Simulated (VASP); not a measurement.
# V in VASP: notebook, part 2 of 2

VASP 6.6.1. The steps go on from the part before.

**4. Single point, r2SCAN, collinear spin, ferromagnetic start**

File POSCAR:

```
V
1.0
   -1.5169890000      1.5201330000      1.5775550000
    1.4987350000     -1.4780690000      1.5172360000
    1.5065820000      1.4676620000     -1.5354910000
V
1
Direct
    0.0102680000      0.0045550000     -0.0011910000
```

File INCAR.step1:

```
ALGO = Normal
EDIFF = 1E-4
ENCUT = 520
GGA = PE
ISMEAR = 0
ISPIN = 2
LASPH = True
LCHARG = False
LMAXMIX = 4
LREAL = False
LWAVE = True
MAGMOM = 2
NBANDS = 16
NELM = 150
PREC = Accurate
SIGMA = 0.05
```

File INCAR.step2:

```
ALGO = Normal
EDIFF = 1E-6
ENCUT = 520
ISIF = 2
ISMEAR = 0
ISPIN = 2
ISTART = 1
LASPH = True
LCHARG = False
LMAXMIX = 4
LMIXTAU = True
LORBIT = 11
LREAL = False
LWAVE = False
MAGMOM = 2
METAGGA = R2SCAN
NBANDS = 16
NELM = 150
PREC = Accurate
SIGMA = 0.05
```

File KPOINTS:

```
k-points
0
Gamma
  9 9 9
```

Potentials or basis: VASP PAW PBE potentials, release 64 (V_sv).

Command:

```
$ cat potpaw_PBE.64/V_sv/POTCAR > POTCAR
$ cp INCAR.step1 INCAR
$ mpirun -np 1 vasp_std > vasp.out
$ cp INCAR.step2 INCAR
$ mpirun -np 1 vasp_std > vasp.out
```

OUTCAR:

```text
EDIFF = 1E-6
   ENCUT = 520
   ISIF = 2
   ISMEAR = 0
   ISPIN = 2
   ISTART = 1
   LASPH = True
   LORBIT = 11
   LREAL = False
   METAGGA = R2SCAN
   NELM = 150
   PREC = Accurate

 ion  position               nearest neighbor table
   1  0.010  0.005  0.999-

  LATTYP: Found a triclinic cell.
 ALAT       =     2.6316932421
 B/A-ratio  =     1.6047226317
 C/A-ratio  =     0.9859747780
 COS(alpha) =     0.0113080832
 COS(beta)  =     0.3463273251
 COS(gamma) =     0.8088511306

  Lattice vectors:

 A1 = (  -1.4883280000,  -1.5097260000,  -1.5593000000)
 A2 = (  -2.9949100000,  -2.9773880000,  -0.0238090000)
 A3 = (  -1.4987350000,   1.4780690000,  -1.5172360000)

Analysis of symmetry for initial positions (statically):
=====================================================================
 Subroutine PRICEL returns:
 Original cell was already a primitive cell.

 Routine SETGRP: Setting up the symmetry group for a
 triclinic supercell.

 Subroutine GETGRP returns: Found  2 space group operations
 (whereof  1 operations were pure point group operations)
 out of a pool of  2 trial point group operations.

The static configuration has the point symmetry C_1 .
 The point group associated with its full space group is S_2 .

Analysis of symmetry for dynamics (positions and initial velocities):
=====================================================================
 Subroutine PRICEL returns:
 Original cell was already a primitive cell.

 Routine SETGRP: Setting up the symmetry group for a
 triclinic supercell.

 Subroutine GETGRP returns: Found  2 space group operations
 (whereof  1 operations were pure point group operations)
 out of a pool of  2 trial point group operations.

The dynamic configuration has the point symmetry C_1 .
 The point group associated with its full space group is S_2 .

Analysis of structural, dynamic, and magnetic symmetry:
=====================================================================
 Subroutine PRICEL returns:
 Original cell was already a primitive cell.

 Routine SETGRP: Setting up the symmetry group for a
 triclinic supercell.

 Subroutine GETGRP returns: Found  2 space group operations
 (whereof  1 operations were pure point group operations)
 out of a pool of  2 trial point group operations.

The overall configuration has the point symmetry C_1 .
 The point group associated with its full space group is S_2 .

 Subroutine INISYM returns: Found  2 space group operations
 (whereof  1 operations are pure point group operations),
 and found     1 'primitive' translations

----------------------------------------------------------------------------------------

                                     Primitive cell

  volume of cell :      13.8912

  direct lattice vectors                    reciprocal lattice vectors
    -1.516989000  1.520133000  1.577555000     0.003079081  0.330219511  0.318653457
     1.498735000 -1.478069000  1.517236000     0.334706788 -0.003411737  0.325144169
     1.506582000  1.467662000 -1.535491000     0.333890988  0.335894532 -0.002596047

  length of vectors
     2.664721325  2.594783160  2.604141640     0.458905690  0.466646552  0.473619117

  position of ions in fractional coordinates (direct lattice)
     0.010268000  0.004555000  0.998809000

  ion indices of the primitive-cell ions
   primitive index   ion index
[... 60 lines left out ...]
   ions per type =               1
   NGX,Y,Z   is equivalent  to a cutoff of  12.48, 12.81, 12.77 a.u.
   NGXF,Y,Z  is equivalent  to a cutoff of  24.96, 25.63, 25.54 a.u.
 SYSTEM =  unknown system
   PREC   = accura    normal or accurate (medium, high low for compatibility)
   ISTART =      1    job   : 0-new  1-cont  2-samecut
   ICHARG =      0    charge: 1-file 2-atom 10-const
   ISPIN  =      2    spin polarized calculation?
   LNONCOLLINEAR =      F non collinear calculations
   LSORBIT =      F    spin-orbit coupling
   LASPH  =      T    aspherical Exc in radial PAW
   ENCUT  =  520.0 eV  38.22 Ry    6.18 a.u.   4.95  4.82  4.84*2*pi/ulx,y,z
   NELM   =    150;   NELMIN=  2; NELMDL=  0     # of ELM steps
   EDIFF  = 0.1E-05   stopping-criterion for ELM
   LREAL  =      F    real-space projection
   EDIFFG = 0.1E-04   stopping-criterion for IOM
   NSW    =      0    number of steps for IOM
   IBRION =     -1    ionic relax: 0-MD 1-quasi-New 2-CG
   NFREE  =      0    steps in history (QN), initial steepest desc. (CG)
   ISIF   =      2    stress and relaxation
   ISYM   =      2    0-nonsym 1-usesym 2-fastsym
   POTIM  = 0.5000    time-step for ionic-motion
   TEBEG  =    0.0;   TEEND  =   0.0 temperature during run
   PSTRESS=    0.0 pullay stress
   NELECT =      13.0000    total number of electrons
   NUPDOWN=      -1.0000    fix difference up-down
   EMIN   =  10.00;   EMAX   =-10.00  energy-range for DOS
   EFERMI =   0.00;   METHOD = LEGACY
   ISMEAR =     0;   SIGMA  =   0.05  broadening in eV -4-tet -1-fermi 0-gaus
   EFERMI_NEDOS =   21; number of points for ismear=-14 and -15
   IALGO  =     38    algorithm
   IMIX   =      4    mixing-type and parameters
     AMIX     =   0.40;   BMIX     =  1.00
     AMIX_MAG =   1.60;   BMIX_MAG =  1.00
  volume/ion in A,a.u.               =      13.89        93.74
  Fermi-wavevector in a.u.,A,eV,Ry     =   1.601314  3.026044 34.888126  2.564205
  Thomas-Fermi vector in A             =   2.698311
   LORBIT       =     11    0 simple, 1 ext, 2 COOP (PROOUT), +10 PAW based schemes
   METAGGA = R2SCAN    functional components
   LHFCALC =     F    Hartree Fock is set to
   AEXX    =    0.0000 exact exchange contribution
   IVDW    =     0    specifies the selected vdW correction
   LEPSILON=     F    determine dielectric tensor
   LRPA    =     F    only Hartree local field effects (RPA)
 spin polarized calculation
 Gauss-broadening in eV      SIGMA  =   0.05
  energy-cutoff  :      520.00
  volume of cell :       13.89
 maximum number of plane-waves:       393
   NGX =  9   NGY =  9   NGZ =  9

 number of electron      12.9999995 magnetization       0.0086538

 Free energy of the ion-electron system (eV)
  ---------------------------------------------------
  ext. energy  EPLUGINS =         0.00000000
  ---------------------------------------------------
  free energy    TOTEN  =       -14.11160220 eV

  energy without entropy =      -14.10931554  energy(sigma->0) =      -14.11045887

 E-fermi :   9.3143     XC(G=0): -13.8801

 val. band max:        9.3142803916   @ k =   0.3333   0.4444   0.1111
 cond. band min:       9.3169069821   @ k =  -0.1111   0.4444   0.1111
 fundamental gap:      0.0026265905
 Fermi energy:         9.3142880379

 spin component 1

 k-point     1 :       0.0000    0.0000    0.0000
  band No.  band energies     occupation
      1     -57.0801      1.00000
      2     -29.3100      1.00000
      3     -29.2754      1.00000
      4     -29.2477      1.00000
      5       2.2873      1.00000
      6       9.5554      0.00000
[... 435 lines left out ...]
      5       5.5432      1.00000
      6       8.6990      1.00000
[... 8 lines left out ...]
     15      36.2230      0.00000
     16      39.0807      0.00000

 [... further k-points ...]

 spin component 2

 k-point     1 :       0.0000    0.0000    0.0000
  band No.  band energies     occupation
      1     -57.0722      1.00000
      2     -29.3035      1.00000
      3     -29.2678      1.00000
      4     -29.2382      1.00000
      5       2.2944      1.00000
      6       9.5709      0.00000
[... 435 lines left out ...]
      5       5.5496      1.00000
      6       8.7075      1.00000
[... 8 lines left out ...]
     15      36.2303      0.00000
     16      39.0862      0.00000

 [... further k-points ...]

------------------------ aborting loop because EDIFF is reached ----------------------------------------

  FORCE on cell =-STRESS in cart. coord.  units (eV):
  Direction    XX          YY          ZZ          XY          YZ          ZX
  --------------------------------------------------------------------------------------
  -------------------------------------------------------------------------------------
  Total       -0.5857426     -0.6705678     -0.7531812      0.0338645      0.1023590     -0.0376019
  in kB      -67.5582838    -77.3418414    -86.8702922      3.9058605     11.8058644     -4.3369200
  external PRESSURE =     -77.2568058 kB  Pullay stress =       0.0000000 kB

 VOLUME and BASIS-vectors are now :
 -----------------------------------------------------------------------------
  energy-cutoff  :      520.00
  volume of cell :       13.89
      direct lattice vectors                 reciprocal lattice vectors
    -1.516989000  1.520133000  1.577555000     0.003079081  0.330219511  0.318653457
     1.498735000 -1.478069000  1.517236000     0.334706788 -0.003411737  0.325144169
     1.506582000  1.467662000 -1.535491000     0.333890988  0.335894532 -0.002596047

 POSITION                                       TOTAL-FORCE (eV/Angst)
 -----------------------------------------------------------------------------------
      1.49604      1.47479     -1.51055         0.000000      0.000000     -0.000000
 -----------------------------------------------------------------------------------
    total drift:                               -0.000009     -0.000014     -0.000022

  FREE ENERGIE OF THE ION-ELECTRON SYSTEM (eV)
  ---------------------------------------------------
  free  energy   TOTEN  =       -14.1116021974 eV

  energy  without entropy=      -14.1093155439  energy(sigma->0) =      -14.11045887

 total charge

# of ion       s       p       d       tot
------------------------------------------
    1        2.328   6.226   3.014  11.569

 magnetization (x)

# of ion       s       p       d       tot
------------------------------------------
    1        0.000   0.001   0.007   0.008
```

OUTCAR.step1:

```text
EDIFF = 1E-4
   ENCUT = 520
   GGA = PE
   ISMEAR = 0
   ISPIN = 2
[... 1156 lines left out ...]

 POSITION                                       TOTAL-FORCE (eV/Angst)
 -----------------------------------------------------------------------------------
      1.49604      1.47479     -1.51055         0.000000      0.000000      0.000000
 -----------------------------------------------------------------------------------
    total drift:                               -0.000009     -0.000014     -0.000021

  FREE ENERGIE OF THE ION-ELECTRON SYSTEM (eV)
  ---------------------------------------------------
  free  energy   TOTEN  =        -8.9816991849 eV

  energy  without entropy=       -8.9795203952  energy(sigma->0) =       -8.98060979
```

Run time: 3.4 min. Hardware: 1 thread of Intel Xeon 6975P-C (Granite Rapids), shared host; peak memory 0.22 GiB.

Results:

```
Free energy                                           : -14.1116 eV
Pressure                                              : -7.7 GPa
Net moment                                            : 0.01 μB per cell
Valence electrons inside the program's atomic spheres : V 11.57
```

Caveat: the cell stands under tension; the PAW data sets were made with another functional, which shifts forces and pressure a little.

**5. Single point, LDA, collinear spin, ferromagnetic start**

This run uses another cell than the first one, of 12.57 Å³/atom.

File INCAR:

```
SYSTEM = V
ALGO = Normal
EDIFF = 1E-6
ENCUT = 520
GGA = CA
ISIF = 2
ISMEAR = -1
ISPIN = 2
LASPH = .True.
LCHARG = .False.
LMAXMIX = 4
LORBIT = 11
LREAL = .False.
LWAVE = .False.
MAGMOM = -1.52
NBANDS = 16
NELM = 150
PREC = Accurate
SIGMA = 0.1
```

File KPOINTS:

```
Automatic mesh
0
Gamma
  12 12 12
  0.5 0.5 0.5
```

File POSCAR:

```
V
1.0
   -1.4645475431      1.4645475431      1.4645475431
    1.4645475431     -1.4645475431      1.4645475431
    1.4645475431      1.4645475431     -1.4645475431
V
1
Direct
    0.0000000000      0.0000000000      0.0000000000
```

Potentials or basis: VASP PAW LDA potentials, release 64 (V_sv).

Command:

```
$ cat potpaw_LDA.64/V_sv/POTCAR > POTCAR
$ mpirun -np 1 vasp_std > vasp.out
```

Run time: 15 s. Hardware: 1 thread of Intel Xeon Platinum 8559C (Emerald Rapids), shared host; peak memory 0.13 GiB.

It converged, with:

| Quantity | Value |
| --- | --- |
| Free energy | -9.9773 eV |
| Pressure | 0.6 GPa |
| Net moment | 0.00 μB per cell |
| Valence electrons inside the program's atomic spheres | V 11.80 |

Levels at points of the mesh, in eV from the Fermi level:
Spin up:
```tsv
k point	band 3	band 4	band 5	band 6	band 7	band 8	band 9	band 10
(0.04, 0.04, 0.04)	-36.50	-36.50	-6.22	0.22	0.22	0.77	2.47	2.47
```
Spin down:
```tsv
k point	band 2	band 3	band 4	band 5	band 6	band 7	band 8	band 9	band 10	band 11
(0.04, 0.04, 0.04)	-36.62	-36.50	-36.50	-6.22	0.22	0.22	0.77	2.47	2.47	20.72
```

**6. Relaxation of cell and atoms, LDA, collinear spin, ferromagnetic start**

File INCAR:

```
PREC     = Accurate       # precision mode
ENCUT    = 600            # plane-wave cutoff, eV
EDIFF    = 1E-6           # SCF threshold, eV
ISMEAR   = -1             # smearing method
SIGMA    = 0.1            # smearing width, eV
LREAL    = False          # projectors in reciprocal space
LASPH    = True           # aspherical terms in the spheres
NELM     = 150            # most SCF steps
ALGO     = Normal         # electronic algorithm
ISIF     = 3              # what is computed and relaxed
LWAVE    = False          # write WAVECAR
LCHARG   = False          # write CHGCAR
ISPIN    = 2              # spin polarisation
MAGMOM   = -1.52          # initial moments
LORBIT   = 11             # projections on sites
LMAXMIX  = 4              # l up to which the mixer works
GGA      = CA             # functional
IBRION   = 2              # ionic algorithm
NSW      = 60             # ionic steps
EDIFFG   = -0.01          # ionic threshold
```

KPOINTS is that of step 5.

File POSCAR:

```
V
1.0
   -1.5143500000      1.5143500000      1.5143500000
    1.5143500000     -1.5143500000      1.5143500000
    1.5143500000      1.5143500000     -1.5143500000
V
1
Direct
    0.0000000000      0.0000000000      0.0000000000
```

Potentials or basis: VASP PAW LDA potentials, release 64 (V_sv).

Command:

```
$ cat potpaw_LDA.64/V_sv/POTCAR > POTCAR
$ mpirun -np 1 vasp_std > vasp.out
```

OUTCAR:

```text
PREC = Accurate
   ENCUT = 600
   EDIFF = 1E-6
   ISMEAR = -1
   LREAL = False
   LASPH = True
   NELM = 150
   ISIF = 3
   ISPIN = 2
   LORBIT = 11
   GGA = CA
   IBRION = 2
   NSW = 60
   EDIFFG = -0.01

 ion  position               nearest neighbor table
   1  0.000  0.000  0.000-

  LATTYP: Found a body centered cubic cell.
 ALAT       =     3.0287000000

  Lattice vectors:

 A1 = (  -1.5143500000,   1.5143500000,   1.5143500000)
 A2 = (   1.5143500000,  -1.5143500000,   1.5143500000)
 A3 = (   1.5143500000,   1.5143500000,  -1.5143500000)

Analysis of symmetry for initial positions (statically):
=====================================================================
 Subroutine PRICEL returns:
 Original cell was already a primitive cell.

 Routine SETGRP: Setting up the symmetry group for a
 body centered cubic supercell.

 Subroutine GETGRP returns: Found 48 space group operations
 (whereof 48 operations were pure point group operations)
 out of a pool of 48 trial point group operations.

The static configuration has the point symmetry O_h .

Analysis of symmetry for dynamics (positions and initial velocities):
=====================================================================
 Subroutine PRICEL returns:
 Original cell was already a primitive cell.

 Routine SETGRP: Setting up the symmetry group for a
 body centered cubic supercell.

 Subroutine GETGRP returns: Found 48 space group operations
 (whereof 48 operations were pure point group operations)
[... 163 lines left out ...]
  free energy    TOTEN  =        -9.90333405 eV

  energy without entropy =       -9.84865244  energy(sigma->0) =       -9.87599325

 E-fermi :   9.1202     XC(G=0): -13.0577

 val. band max:        9.1199624670   @ k =  -0.2917   0.3750   0.1250
 cond. band min:       9.1489141897   @ k =  -0.1250   0.2083   0.0417
 fundamental gap:      0.0289517227
 Fermi energy:         9.1201732409

 spin component 1

 k-point     1 :       0.0417    0.0417    0.0417
  band No.  band energies     occupation
      1     -53.8744      1.00000
      2     -27.7397      1.00000
      3     -27.6553      1.00000
      4     -27.6553      1.00000
      5       3.0592      1.00000
      6       9.3488      0.09226
      7       9.3488      0.09226
      8       9.8202      0.00091
      9      11.3231      0.00000
     10      11.3231      0.00000
     11      28.9072      0.00000
[... 772 lines left out ...]
 number of electron      13.0000001 magnetization      -0.0000019

 number of electron      13.0000001 magnetization       0.0000030

 Free energy of the ion-electron system (eV)
  ---------------------------------------------------
  ext. energy  EPLUGINS =         0.00000000
  ---------------------------------------------------
  free energy    TOTEN  =        -9.97853595 eV

  energy without entropy =       -9.92726442  energy(sigma->0) =       -9.95290019

 E-fermi :  10.3595     XC(G=0): -13.5999

 val. band max:       10.3539113016   @ k =  -0.1250   0.2083   0.0417
 cond. band min:      10.3726300830   @ k =   0.2917   0.0417   0.0417
 fundamental gap:      0.0187187814
 Fermi energy:        10.3595310161

 spin component 1

 k-point     1 :       0.0417    0.0417    0.0417
  band No.  band energies     occupation
      1     -52.5294      1.00000
      2     -26.2622      1.00000
      3     -26.1471      1.00000
      4     -26.1471      1.00000
      5       4.1437      1.00000
      6      10.5814      0.09805
      7      10.5814      0.09805
      8      11.1235      0.00048
      9      12.8182      0.00000
     10      12.8182      0.00000
     11      31.0532      0.00000
[... 690 lines left out ...]
  FREE ENERGIE OF THE ION-ELECTRON SYSTEM (eV)
  ---------------------------------------------------
  free  energy   TOTEN  =        -9.9785359549 eV

  energy  without entropy=       -9.9272644212  energy(sigma->0) =       -9.95290019

 reached required accuracy - stopping structural energy minimisation

 total charge

# of ion       s       p       d       tot
------------------------------------------
    1        2.365   6.241   3.192  11.798

 magnetization (x)

# of ion       s       p       d       tot
------------------------------------------
    1        0.000   0.000  -0.000  -0.000
```

It took 27 s on 1 thread of Intel Xeon Platinum 8559C (Emerald Rapids), shared host; peak memory 0.15 GiB.

What came out:

```yaml
Free_energy: -9.9785 eV
Relaxed_volume: 12.60 Å³/atom
Relaxed_cell: a = 2.539 Å, b = 2.539 Å, c = 2.539 Å, α = 109.47°, β = 109.47°, γ = 109.47°
Space_group_after_relaxing_to_0.1_Å: Im-3m (No. 229)
Energy_gained_by_relaxing: 75.2 meV/atom
Ionic_steps: 4
Pressure_after_relaxing: -0.1 GPa
Net_moment: 0.00 μB per cell
Valence_electrons_inside_the_program's_atomic_spheres: V 11.80
```

Step by step:
| step | energy change (eV) | largest force (eV/Å) | pressure (GPa) | volume (Å³) |
| --- | --- | --- | --- | --- |
| 1 | 0.0000 | 0.0000 | -17.14 | 13.89 |
| 2 | 0.0640 | 0.0000 | 33.13 | 11.11 |
| 3 | -0.0751 | 0.0000 | -0.64 | 12.63 |
| 4 | -0.0752 | 0.0000 | -0.06 | 12.60 |

Final structure:
```yaml
crystal:
  lattice:
    - [-1.46579, 1.46579, 1.46579]
    - [1.46579, -1.46579, 1.46579]
    - [1.46579, 1.46579, -1.46579]
  atoms:
    - { symbol: V, position: [0.00000, 0.00000, 0.00000] }
```

**7. The runs side by side**

| task | level | potentials or basis | cell | k mesh | cutoff (eV) | smearing | gap on the mesh (eV) | pressure (GPa) | moment (μB) |
| --- | --- | --- | --- | --- | --- | --- | --- | --- | --- |
| single point | PBE | VASP PAW PBE potentials, release 64 (V_sv) | a = 2.623 Å, angles 109.5°, 1 atom | 20 × 20 × 20 | 520 | methfessel-paxton 0.1 eV | none | -5.3 | 0.00 |
| single point | PBEsol | VASP PAW PBE potentials, release 64 (V_sv) | a = 2.623 Å, angles 109.5°, 1 atom | 20 × 20 × 20 | 520 | fermi-dirac 0.1 eV | none | -11.6 | 0.00 |
| single point | r2SCAN | VASP PAW PBE potentials, release 64 (V_sv) | a = 2.665, b = 2.595, c = 2.604 Å, angles 109.4, 110.9, 107.9°, 1 atom | 9 × 9 × 9 | 520 | gaussian 0.05 eV | none | -7.7 | 0.01 |
| single point | LDA | VASP PAW LDA potentials, release 64 (V_sv) | a = 2.537 Å, angles 109.5°, 1 atom | 12 × 12 × 12, shifted | 520 | fermi-dirac 0.1 eV | none | 0.6 | 0.00 |
| relaxation of cell and atoms | LDA | VASP PAW LDA potentials, release 64 (V_sv) | relaxed from a = 2.623 Å, angles 109.5°, 1 atom | 12 × 12 × 12, shifted | 600 | fermi-dirac 0.1 eV | none | -0.1 | 0.00 |

Alike in all rows: spin collinear, ferromagnetic start.

Caveats: the cell stands under tension (at least some runs); the PAW data sets were made with another functional, which shifts forces and pressure a little (at least some runs).

Total energies depend on the potentials used, so only differences within one code and one set of settings carry meaning.
